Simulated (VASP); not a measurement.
GaSb, 2 atoms in the cell. The structure is orthorhombic, space group Immm (No. 71). Conventional cell: a = 3.003 Å, b = 5.267 Å, c = 6.054 Å, α = 90.00°, β = 90.00°, γ = 90.00°. Within 4.0 Å of Ga (site symmetry mmm) lie 2 Ga at 3.00 Å and 6 Sb at 3.03 Å. Sb (site symmetry mmm) has 2 Sb at 3.00 Å and 6 Ga at 3.03 Å within 4.0 Å.  This cell differs from its parent crystal: strain +e along x and -e along y -0.0400, strain +e along z and -e/2 along x and y +0.0500.

```yaml
Program: VASP 6.6.1
Task: single point
Functional: PBE
Potentials_or_basis: VASP PAW PBE potentials, release 64 (Ga_d, Sb)
Cutoff: 520 eV
k_mesh: 16 × 16 × 16
Occupations: gaussian, width 0.15 eV
Spin: no spin polarisation
Dipole_correction: no
Further_INCAR_settings: ALGO = Normal; EDIFF = 1e-06; NBANDS = 16
```

Potentials or basis: VASP PAW PBE potentials, release 64 (Ga_d, Sb).

Launch:

```bash
$ cat potpaw_PBE.64/Ga_d/POTCAR potpaw_PBE.64/Sb/POTCAR > POTCAR
$ mpirun -np 1 vasp_std > vasp.out
```

Hardware: 1 thread of Intel Xeon 8259CL, on a shared host.

**Question.** How long does it take, and how much memory?

**Answer.** Wall time 5.7 min on 1 thread of Intel Xeon 8259CL, on a shared host, peak memory 0.59 GiB. Counts: scf iterations 11, k points 621.
